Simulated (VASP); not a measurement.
Write the native input for VASP 6.6.1 that does the following.

```yaml
Task: single point
Functional: PBE
Potentials_or_basis: VASP PAW PBE potentials, release 64 (In_d, As)
Cutoff: 520 eV
k_mesh: 8 × 8 × 8
Occupations: fermi-dirac, width 0.02 eV
Spin: no spin polarisation
Dipole_correction: no
Further_INCAR_settings: ALGO = Normal; EDIFF = 1e-06; NBANDS = 16
```

The structure of InAs lies in POSCAR:

```
InAs
1.0
    0.0000000000      3.0545904732      3.0545904732
    3.0545904732      0.0000000000      3.0545904732
    3.0545904732      3.0545904732      0.0000000000
In As
1 1
Direct
    0.0000000000      0.0000000000      0.0000000000
    0.2500000000      0.2500000000      0.2500000000
```

These files were run (other wordings do the same):

INCAR

```
SYSTEM = InAs
ALGO = Normal
EDIFF = 1E-6
ENCUT = 520
GGA = PE
ISIF = 2
ISMEAR = -1
LASPH = .TRUE.
LCHARG = .FALSE.
LREAL = .FALSE.
LWAVE = .FALSE.
NBANDS = 16
NELM = 100
PREC = Accurate
SIGMA = 0.02
```

KPOINTS

```
k-points
0
G
  8 8 8
  0 0 0
```

Potentials or basis: VASP PAW PBE potentials, release 64 (In_d, As).

Launch:

```console
$ cat potpaw_PBE.64/In_d/POTCAR potpaw_PBE.64/As/POTCAR > POTCAR
$ mpirun -np 1 vasp_std > vasp.out
```

It gave:

The pressure is 2.1 GPa. The band gap on the k mesh is zero (filled and empty bands touch).

Caveat: spin-orbit coupling is left out, which moves the levels of the heavy elements.

It took 23 s on 1 thread of Intel(R) Xeon(R) Platinum 8488C (Sapphire Rapids), on a shared host, peak memory 0.19 GiB.
